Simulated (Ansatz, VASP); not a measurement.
**Ir4Pt3: VASP beside Ansatz**

```
Ir Pt
1.0
     0.00000    4.41018    4.41018
     4.41018    0.00000    4.41018
     4.41018    4.41018    0.00000
Ir Pt
4 3
Cartesian
  0.8641 0.8641 0.8641
  3.5461 3.5461 0.8641
  3.5461 0.8641 3.5461
  0.8641 3.5461 3.5461
  4.4102 4.4102 4.4102
  6.6153 6.6153 6.6153
  2.2051 2.2051 2.2051
```

Alike in both runs: functional PBE; k mesh 4 × 4 × 4; occupations gaussian, width 0.2 eV; no spin polarisation.

Ansatz relaxed the structure, and its values are those at the end. VASP's run is a single point on that final structure, the one shown.

|  | VASP | Ansatz |
| --- | --- | --- |
| version | VASP 6.6.1 | Ansatz 0.2.0 |
| potentials or method | VASP PAW PBE potentials, release 64 (Ir, Pt), cutoff 500 eV | scalar-relativistic, plane waves, PAW |
| valence electrons in the cell | 66 | 122 |

```csv
,VASP,Ansatz,Ansatz less VASP
gap on the k mesh at the Fermi level (eV),none,none,-
pressure (GPa),0.1,0.2,+0.09
rms of the force components (eV/Å),0.071,0.001,-0.0699
```

A gap of «none» marks a metal or a gap that the smearing closes. The functional is the same, so the differences come from potentials, cutoffs and numerics. VASP's potentials hold 66 valence electrons a cell and Ansatz's 122, so a difference there can come from the potentials and not from the codes.

Spin-orbit coupling is off throughout.
